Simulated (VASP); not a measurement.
Si3As2: single point with PBE

The system is Si3As2.

```
CELL_PARAMETERS angstrom
0.00000 4.78942 4.78942
4.78942 0.00000 4.78942
4.78942 4.78942 0.00000
ATOMIC_POSITIONS crystal
Si 0.75000 0.25000 0.25000
Si 0.25000 0.75000 0.75000
Si 0.25000 0.75000 0.25000
Si 0.75000 0.25000 0.75000
Si 0.25000 0.25000 0.75000
Si 0.75000 0.75000 0.25000
As 0.25000 0.25000 0.25000
As 0.75000 0.75000 0.75000
As 0.50000 0.50000 0.50000
As 0.00000 0.00000 0.00000
```

The cell was generated, and may not be a known phase.

```
Program                : VASP 6.6.1
Task                   : single point
Functional             : PBE
Potentials or basis    : VASP PAW PBE potentials, release 64 (Si, As)
Cutoff                 : 500 eV
k mesh                 : 3 × 3 × 3
Occupations            : gaussian, width 0.2 eV
Spin                   : no spin polarisation
Dipole correction      : no
Further INCAR settings : ALGO = Normal; EDIFF = 1e-06; NBANDS = 33
```

| Quantity | Value |
| --- | --- |
| Pressure | 0.2 GPa |
| Band gap on the k mesh | zero (bands 22 and 23 overlap by 1.64 eV) |

Levels at points of the mesh, in eV from the Fermi level:
| k point | band 17 | band 18 | band 19 | band 20 | band 21 | band 22 | band 23 | band 24 |
| --- | --- | --- | --- | --- | --- | --- | --- | --- |
| (0.00, 0.00, 0.00) | -1.18 | -1.18 | -1.18 | 1.41 | 1.41 | 1.41 | 1.65 | 1.65 |

Wall time 65 s on 1 thread of Intel Xeon 8259CL, on a shared host, peak memory 0.33 GiB.

Caveat: the k points lie up to 0.38 Å⁻¹ apart, too coarse for converged energies and pressures of a metal.
